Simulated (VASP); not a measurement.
# InSe: single point with BLYP

Crystal: InSe.

```
CELL_PARAMETERS angstrom
2.10620 1.21601 11.00230
-2.10620 1.21601 11.00230
0.00000 -2.43203 11.00230
ATOMIC_POSITIONS crystal
In 0.90072 0.90072 0.90072
In 0.98795 0.98795 0.98795
Se 0.19630 0.19630 0.19630
Se 0.35904 0.35904 0.35904
```

```json
{"Program": "VASP 6.6.1", "Task": "single point", "Functional": "BLYP", "Potentials or basis": "VASP PAW PBE potentials, release 64 (In_d, Se)", "Cutoff": "520 eV", "k mesh": "8 × 8 × 8", "Occupations": "fermi-dirac, width 0.05 eV", "Spin": "no spin polarisation", "Dipole correction": "no", "Further INCAR settings": "ALGO = Normal; EDIFF = 1e-06; NBANDS = 27"}
```

```yaml
Pressure: 0.1 GPa
Largest_force: 0.019 eV/Å
Band_gap_on_the_k_mesh: 0.81 eV (least direct gap 0.87 eV)
```

Forces in eV/Å, atoms in the order of the input:
```
In   0.000  0.000  0.017
In   0.000  0.000 -0.016
Se   0.000  0.000 -0.019
Se   0.000  0.000  0.017
```

Levels at points of the mesh, in eV from the valence-band top:
```tsv
k point	band 15	band 16	band 17	band 18	band 19	band 20	band 21	band 22	band 23	band 24
(0.00, 0.00, 0.00)	-0.82	-0.82	-0.75	-0.75	-0.21	0.95	2.23	4.43	4.43	5.61
(0.50, 0.00, 0.00)	-2.35	-1.70	-1.54	-1.49	-0.93	1.77	2.16	4.11	4.32	4.85
(0.50, 0.50, 0.00)	-2.35	-1.70	-1.54	-1.51	-0.92	1.75	2.19	4.06	4.33	4.83
(0.50, 0.50, 0.50)	-0.82	-0.82	-0.75	-0.75	-0.06	0.81	2.25	4.43	4.43	5.63
```

It took 58 min on 1 thread of Intel Xeon 8259CL, on a shared host, peak memory 1.1 GiB.

Caveat: the PAW data sets were made with another functional, which shifts forces and pressure a little; spin-orbit coupling is left out, which moves the levels of the heavy elements. A k mesh can miss the band edges.
